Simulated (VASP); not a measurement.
Runs of VASP 6.6.1 on AlAu. The structure is that of space group Pm-3m (No. 221), or close to it. The cells are those of the table. 

| cell | gap on the mesh (eV) | pressure (GPa) |
| --- | --- | --- |
| a = 3.280 Å, 2 atoms | none | -10.2 |
| a = 3.224 Å, 2 atoms | none | (a) |
| a = 3.308 Å, 2 atoms | none | -12.0 |
| a = 3.252 Å, 2 atoms | none | -7.9 |
| a = 3.195 Å, 2 atoms | none | (b) |

Alike in all rows: task single point; level r2SCAN; potentials or basis VASP PAW PBE potentials, release 64 (Al, Au); no spin polarisation; k mesh 9 × 9 × 9; cutoff (eV) 520; smearing gaussian 0.05 eV.

Question: Fill in the values left out.

Answer: (a) -5.2; (b) -2.2.

Caveats: the PAW data sets were made with another functional, which shifts forces and pressure a little; spin-orbit coupling is left out, which moves the levels of the heavy elements.

A k mesh can miss the band edges, and the runs leave out spin-orbit coupling on Au.

A gap of «none» marks levels without a gap at the run's occupations.
